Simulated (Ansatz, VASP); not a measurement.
**Re in VASP and in Ansatz**

File INCAR:

```
AGGAC = 1.0
AGGAX = 1.0
ALDAC = 0.0
ALDAX = 1.0
ALGO = Normal
EDIFF = 1E-6
ENCUT = 520
GGA = B5
ISIF = 2
ISMEAR = -1
LASPH = True
LCHARG = False
LREAL = False
LWAVE = False
NBANDS = 18
NELM = 60
PREC = Accurate
SIGMA = 0.1
```

Contents of KPOINTS:

```
k-points
0
Gamma
  9 9 13
```

The input POSCAR:

```
Re
1.0
    4.3724167245      0.0000000000      0.0000000000
   -2.1862083622      3.7866239593      0.0000000000
    0.0000000000      0.0000000000      2.7496769228
Re
3
Direct
    1.0000000000      1.0000000000      1.0000000000
    0.3333333333      0.6666666667      0.5000000000
    0.6666666667      0.3333333333      0.5000000000
```

Input for Ansatz:

```yaml
crystal:
  lattice:
    - [4.3724167245, 0.0, 0.0]
    - [-2.1862083622, 3.7866239593, 0.0]
    - [0.0, 0.0, 2.7496769228]
  atoms:
    - { symbol: Re, position: [1.0, 1.0, 1.0] }
    - { symbol: Re, position: [0.3333333333, 0.6666666667, 0.5] }
    - { symbol: Re, position: [0.6666666667, 0.3333333333, 0.5] }
hamiltonian:
  xc: blyp
  pseudopotentials:
    kind: paw
    azcp:
      Re: "pseudopotentials/Re.paw.azcp"
basis:
  ecutwfc: 420
  fft_grid_basis: typed
kpoints:
  mp_grid: { grid: [9, 9, 13], shift: [0, 0, 0] }
magnetization:
  spin_polarized: false
scf:
  occupations: { method: fermi_dirac, width: 0.1 }
  lower_state_search: "off"
output:
  stress: true
```

Alike in both runs: task single point; functional BLYP; k mesh 9 × 9 × 13; occupations fermi-dirac, width 0.1 eV; no spin polarisation.

|  | VASP | Ansatz |
| --- | --- | --- |
| version | VASP 6.6.1 | Ansatz 0.2.0 |
| potentials or method | VASP PAW PBE potentials, release 64 (Re), cutoff 520 eV | plane waves (420 eV) with PAW, scalar-relativistic |
| valence electrons in the cell | 21 | 45 |

Ansatz gave:

| Quantity | Value |
| --- | --- |
| pressure (GPa) | 13.8 |
| traceless stress, the component that is largest in VASP (GPa) | -1.56 |

**Question.** Which values does VASP return?

**Answer.** Pressure (GPa): 15.6; traceless stress, the component that is largest in VASP (GPa): -1.22.

VASP's potentials were made for PBE, not for BLYP. With one functional, cell and mesh, what is left measures potentials, basis and numerics. VASP's potentials hold 21 valence electrons a cell and Ansatz's 45, so a difference there can come from the potentials and not from the codes.

Neither program's run includes spin-orbit coupling.
